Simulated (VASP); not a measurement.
# MgO (Fm-3m) in VASP: single point with PBE

Aim: the single point of MgO with PBE.

Everything below comes from runs of VASP 6.6.1. Logs are shortened: lines on timing, memory, paths and dates and some standing lists are left out, and cuts for length are marked.

## (1) The cell of the first run

Symmetry: Fm-3m, No. 225, cubic system. Conventional cell: a = 4.217 Å, b = 4.217 Å, c = 4.217 Å, α = 90.00°, β = 90.00°, γ = 90.00°. Within 2.8 Å of Mg (site symmetry m-3m) lie 6 O at 2.11 Å. O (site symmetry m-3m) has 6 Mg at 2.11 Å within 2.8 Å.

## (2) Single point, PBE

The input, INCAR:

```
  ALGO = Normal
  EDIFF = 1E-7
  ENCUT = 520
  GGA = PE
  ISIF = 2
  ISMEAR = 0
  LASPH = True
  LCHARG = False
  LREAL = False
  LWAVE = False
  NBANDS = 11
  NELM = 60
  PREC = Accurate
  SIGMA = 0.05
```

The input, KPOINTS:

```
k-points
0
Gamma
  16 16 16
```

The input, POSCAR:

```
MgO
1.0
    0.0000000000      2.1085000000      2.1085000000
    2.1085000000      0.0000000000      2.1085000000
    2.1085000000      2.1085000000      0.0000000000
Mg O
1 1
Direct
    0.0000000000      0.0000000000      0.0000000000
    0.5000000000      0.5000000000      0.5000000000
```

Potentials or basis: VASP PAW PBE potentials, release 64 (Mg, O).

On the command line:

```bash
$ cat potpaw_PBE.64/Mg/POTCAR potpaw_PBE.64/O/POTCAR > POTCAR
$ mpirun -np 1 vasp_std > vasp.out
```

OUTCAR:

```text
EDIFF = 1E-7
   ENCUT = 520
   GGA = PE
   ISIF = 2
   ISMEAR = 0
   LASPH = True
   LREAL = False
   NELM = 60
   PREC = Accurate

 ion  position               nearest neighbor table
   1  0.000  0.000  0.000-   2 2.11   2 2.11   2 2.11   2 2.11   2 2.11   2 2.11
   2  0.500  0.500  0.500-   1 2.11   1 2.11   1 2.11   1 2.11   1 2.11   1 2.11

  LATTYP: Found a face centered cubic cell.
 ALAT       =     4.2170000000

  Lattice vectors:

 A1 = (   0.0000000000,   2.1085000000,   2.1085000000)
 A2 = (   2.1085000000,   0.0000000000,   2.1085000000)
 A3 = (   2.1085000000,   2.1085000000,   0.0000000000)

Analysis of symmetry for initial positions (statically):
[... 5 lines left out ...]
 face centered cubic supercell.

 Subroutine GETGRP returns: Found 48 space group operations
 (whereof 48 operations were pure point group operations)
 out of a pool of 48 trial point group operations.

The static configuration has the point symmetry O_h .

Analysis of symmetry for dynamics (positions and initial velocities):
[... 5 lines left out ...]
 face centered cubic supercell.

 Subroutine GETGRP returns: Found 48 space group operations
 (whereof 48 operations were pure point group operations)
 out of a pool of 48 trial point group operations.

The dynamic configuration has the point symmetry O_h .

 Subroutine INISYM returns: Found 48 space group operations
 (whereof 48 operations are pure point group operations),
 and found     1 'primitive' translations

----------------------------------------------------------------------------------------

                                     Primitive cell

  volume of cell :      18.7478

  direct lattice vectors                    reciprocal lattice vectors
     0.000000000  2.108500000  2.108500000    -0.237135404  0.237135404  0.237135404
     2.108500000  0.000000000  2.108500000     0.237135404 -0.237135404  0.237135404
     2.108500000  2.108500000  0.000000000     0.237135404  0.237135404 -0.237135404

  length of vectors
     2.981869296  2.981869296  2.981869296     0.410730569  0.410730569  0.410730569

  position of ions in fractional coordinates (direct lattice)
     0.000000000  0.000000000  0.000000000
     0.500000000  0.500000000  0.500000000

  ion indices of the primitive-cell ions
   primitive index   ion index
                 1           1
                 2           2

[... 69 lines left out ...]
   ENCUT  =  520.0 eV  38.22 Ry    6.18 a.u.   5.54  5.54  5.54*2*pi/ulx,y,z
   NELM   =     60;   NELMIN=  2; NELMDL= -5     # of ELM steps
   EDIFF  = 0.1E-06   stopping-criterion for ELM
   LREAL  =      F    real-space projection
   EDIFFG = 0.1E-05   stopping-criterion for IOM
   NSW    =      0    number of steps for IOM
   IBRION =     -1    ionic relax: 0-MD 1-quasi-New 2-CG
   NFREE  =      0    steps in history (QN), initial steepest desc. (CG)
   ISIF   =      2    stress and relaxation
   ISYM   =      2    0-nonsym 1-usesym 2-fastsym
   POTIM  = 0.5000    time-step for ionic-motion
   TEBEG  =    0.0;   TEEND  =   0.0 temperature during run
   PSTRESS=    0.0 pullay stress
   NELECT =       8.0000    total number of electrons
   NUPDOWN=      -1.0000    fix difference up-down
   EMIN   =  10.00;   EMAX   =-10.00  energy-range for DOS
   EFERMI =   0.00;   METHOD = LEGACY
   ISMEAR =     0;   SIGMA  =   0.05  broadening in eV -4-tet -1-fermi 0-gaus
   EFERMI_NEDOS =   21; number of points for ismear=-14 and -15
   IALGO  =     38    algorithm
   IMIX   =      4    mixing-type and parameters
     AMIX     =   0.40;   BMIX     =  1.00
     AMIX_MAG =   1.60;   BMIX_MAG =  1.00
  volume/ion in A,a.u.               =       9.37        63.26
  Fermi-wavevector in a.u.,A,eV,Ry     =   1.232503  2.329092 20.668107  1.519063
  Thomas-Fermi vector in A             =   2.367270
   LORBIT       =      0    0 simple, 1 ext, 2 COOP (PROOUT), +10 PAW based schemes
   GGA     = PE    functional components
   LHFCALC =     F    Hartree Fock is set to
   AEXX    =    0.0000 exact exchange contribution
   IVDW    =     0    specifies the selected vdW correction
   LEPSILON=     F    determine dielectric tensor
   LRPA    =     F    only Hartree local field effects (RPA)
 non-spin polarized calculation
 Gauss-broadening in eV      SIGMA  =   0.05
  energy-cutoff  :      520.00
  volume of cell :       18.75
 maximum number of plane-waves:       531
 NGX is ok and might be reduce to    24
   NGX = 11   NGY = 11   NGZ = 11

 number of electron       8.0000005 magnetization

 Free energy of the ion-electron system (eV)
  ---------------------------------------------------
  ext. energy  EPLUGINS =         0.00000000
  ---------------------------------------------------
  free energy    TOTEN  =       -11.90714266 eV

  energy without entropy =      -11.90714266  energy(sigma->0) =      -11.90714266

 E-fermi :   3.4977     XC(G=0): -11.0620

 val. band max:        3.1605149094   @ k =   0.0000   0.0000   0.0000
 cond. band min:       7.8529033628   @ k =   0.0000   0.0000   0.0000
 fundamental gap:      4.6923884534
 Fermi energy:         3.4977047068

 k-point     1 :       0.0000    0.0000    0.0000
  band No.  band energies     occupation
      1     -14.0849      2.00000
      2       3.1605      2.00000
      3       3.1605      2.00000
      4       3.1605      2.00000
      5       7.8529      0.00000
      6      18.9405      0.00000
      7      18.9405      0.00000
      8      18.9405      0.00000
      9      22.8479      0.00000
     10      24.6181      0.00000
     11      24.6181      0.00000
[... 309 lines left out ...]
 k-point    24 :      -0.0625    0.0625    0.0000
  band No.  band energies     occupation
      1     -13.9755      2.00000
      2       2.5164      2.00000
      3       3.0330      2.00000
      4       3.1143      2.00000
      5       8.5111      0.00000
      6      17.6440      0.00000
      7      19.1721      0.00000
      8      19.2017      0.00000
      9      23.4598      0.00000
     10      24.2549      0.00000
     11      24.6115      0.00000

 [... further k-points ...]
[... 5 lines left out ...]
  --------------------------------------------------------------------------------------
  -------------------------------------------------------------------------------------
  Total        0.3949508      0.3949508      0.3949508     -0.0000000      0.0000000      0.0000000
  in kB       33.7522490     33.7522490     33.7522490     -0.0000000      0.0000000      0.0000000
  external PRESSURE =      33.7522490 kB  Pullay stress =       0.0000000 kB

 VOLUME and BASIS-vectors are now :
 -----------------------------------------------------------------------------
  energy-cutoff  :      520.00
  volume of cell :       18.75
      direct lattice vectors                 reciprocal lattice vectors
     0.000000000  2.108500000  2.108500000    -0.237135404  0.237135404  0.237135404
     2.108500000  0.000000000  2.108500000     0.237135404 -0.237135404  0.237135404
     2.108500000  2.108500000  0.000000000     0.237135404  0.237135404 -0.237135404

 POSITION                                       TOTAL-FORCE (eV/Angst)
 -----------------------------------------------------------------------------------
      0.00000      0.00000      0.00000         0.000000      0.000000     -0.000000
      2.10850      2.10850      2.10850        -0.000000     -0.000000      0.000000
 -----------------------------------------------------------------------------------
    total drift:                               -0.000000     -0.000000      0.000000

  FREE ENERGIE OF THE ION-ELECTRON SYSTEM (eV)
  ---------------------------------------------------
  free  energy   TOTEN  =       -11.9071426626 eV

  energy  without entropy=      -11.9071426626  energy(sigma->0) =      -11.90714266
```

It took 19 s on 1 thread of Intel Xeon 6975P-C, shared host; peak memory 0.16 GiB.

What came out:

```yaml
Free_energy: -11.9071 eV
Pressure: 3.4 GPa
Band_gap_on_the_k_mesh: 4.69 eV, direct
```

A k mesh can miss the band edges. Expect the measured gap to be larger: semilocal functionals such as PBE lack the derivative discontinuity.
